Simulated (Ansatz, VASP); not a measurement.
One calculation of RbCd, two programs

```xyz
2
Lattice="4.3545 0.0000 0.0000 0.0000 4.3545 0.0000 0.0000 0.0000 4.3545" Properties=species:S:1:pos:R:3 pbc="T T T"
Rb    2.1773    2.1773    2.1773
Cd    0.0000    0.0000    0.0000
```

Alike in both runs: task single point; functional PBE; k mesh 4 × 4 × 4; occupations gaussian, width 0.1 eV; no spin polarisation.

|  | VASP | Ansatz |
| --- | --- | --- |
| version | VASP 6.6.1 | Ansatz 0.2.0 |
| potentials or method | VASP PAW PBE potentials, release 64 (Rb_sv, Cd), cutoff 500 eV | scalar-relativistic, plane waves, PAW |
| valence electrons in the cell | 21 | 29 |

|  | VASP | Ansatz | Ansatz less VASP |
| --- | --- | --- | --- |
| gap on the k mesh at the Fermi level (eV) | none | none | - |
| pressure (GPa) | 0.9 | 0.8 | -0.01 |

A gap of «none» marks a metal or a gap that the smearing closes. VASP's potentials hold 21 valence electrons a cell and Ansatz's 29, so a difference there can come from the potentials and not from the codes.

The k mesh is coarse, so the values compare programs but aren't converged.
